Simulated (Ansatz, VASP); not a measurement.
## Ba3SbS2: VASP beside Ansatz

```
Ba Sb S
1.0
     2.25161    1.29997   12.37624
    -2.25161    1.29997   12.37624
     0.00000   -2.59994   12.37624
Ba Sb S
3 1 2
Direct
  0.73222 0.73222 0.73222
  0.26778 0.26778 0.26778
  0.50000 0.50000 0.50000
  0.00000 0.00000 0.00000
  0.11638 0.11638 0.11638
  0.88362 0.88362 0.88362
```

Alike in both runs: functional PBE; k mesh 3 × 3 × 3; occupations gaussian, width 0.1 eV; no spin polarisation.

Ansatz relaxed the structure, and its values are those at the end. VASP's run is a single point on that final structure, the one shown.

```csv
,VASP,Ansatz
version,VASP 6.6.1,Ansatz 0.2.0
potentials or method,"VASP PAW PBE potentials, release 64 (Ba_sv, Sb, S), cutoff 520 eV","scalar-relativistic, plane waves, PAW"
valence electrons in the cell,47,57
```

VASP gave:

* gap on the k mesh at the Fermi level (eV): none
* pressure (GPa): 0.5
* rms of the force components (eV/Å): 0.003

Question: Which values does Ansatz return?

Answer: gap on the k mesh at the Fermi level (eV): none; pressure (GPa): 0.1; rms of the force components (eV/Å): 0.005.

A gap of «none» marks a metal or a gap that the smearing closes. The functional is the same, so the differences come from potentials, cutoffs and numerics. VASP's potentials hold 47 valence electrons a cell and Ansatz's 57, so a difference there can come from the potentials and not from the codes.

The k mesh is coarse, so the values compare programs but aren't converged. Neither program's run includes spin-orbit coupling.
